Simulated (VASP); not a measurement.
A run of VASP 6.6.1 is set up as follows.

Contents of INCAR:

```
SYSTEM = TiC
PREC = Accurate ; ENCUT = 520
EDIFF = 1E-7 ; ISMEAR = 0
SIGMA = 0.1 ; LREAL = .False.
LASPH = .True. ; NELM = 60
ALGO = Normal ; ISIF = 2
LWAVE = .False. ; LCHARG = .False.
GGA = CA ; NBANDS = 15
```

KPOINTS

```
Automatic mesh
0
Gamma
  16 16 16
  0 0 0
```

File POSCAR:

```
TiC
1.0
    0.0000000000      2.1304112613      2.1304112613
    2.1304112613      0.0000000000      2.1304112613
    2.1304112613      2.1304112613      0.0000000000
Ti C
1 1
Direct
    0.0000000000      0.0000000000      0.0000000000
    0.5000000000      0.5000000000      0.5000000000
```

Potentials or basis: VASP PAW LDA potentials, release 64 (Ti_sv, C).

Launch:

```bash
$ cat potpaw_LDA.64/Ti_sv/POTCAR potpaw_LDA.64/C/POTCAR > POTCAR
$ mpirun -np 1 vasp_std > vasp.out
```

Task: What does it give for the pressure?

Result: 0.7 GPa.

Task: What does it give for the band gap on the k mesh?

Result: Zero (band 8 reaches 10.47 eV, above the bottom of band 9 at 9.41 eV).
